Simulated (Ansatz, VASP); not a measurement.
Two plane-wave programs on Ag

```
CELL_PARAMETERS angstrom
0.00000 2.06963 2.06963
2.06963 0.00000 2.06963
2.06963 2.06963 0.00000
ATOMIC_POSITIONS crystal
Ag 0.00000 0.00000 0.00000
```

Alike in both runs: task single point; functional r2SCAN0; k mesh 6 × 6 × 6; occupations fermi-dirac, width 0.05 eV; no spin polarisation.

|  | VASP | Ansatz |
| --- | --- | --- |
| version | VASP 6.6.1 | Ansatz 0.2.0 |
| potentials or method | VASP PAW PBE potentials, release 64 (Ag) | Ansatz PAW |
| plane-wave cutoff (eV) | 520 | 500 |
| valence electrons in the cell | 11 | 19 |

```tsv
	VASP	Ansatz	Ansatz less VASP
gap on the k mesh at the Fermi level (eV)	none	none	-
pressure (GPa)	0.2	0.2	-0.01
```

VASP's potentials were made for PBE, not for r2SCAN0. A gap of «none» marks a metal or a gap that the smearing closes. The functional is the same, so the differences come from potentials, cutoffs and numerics. VASP's potentials hold 11 valence electrons a cell and Ansatz's 19, so a difference there can come from the potentials and not from the codes.

The k mesh is coarse, so the values compare programs but aren't converged.
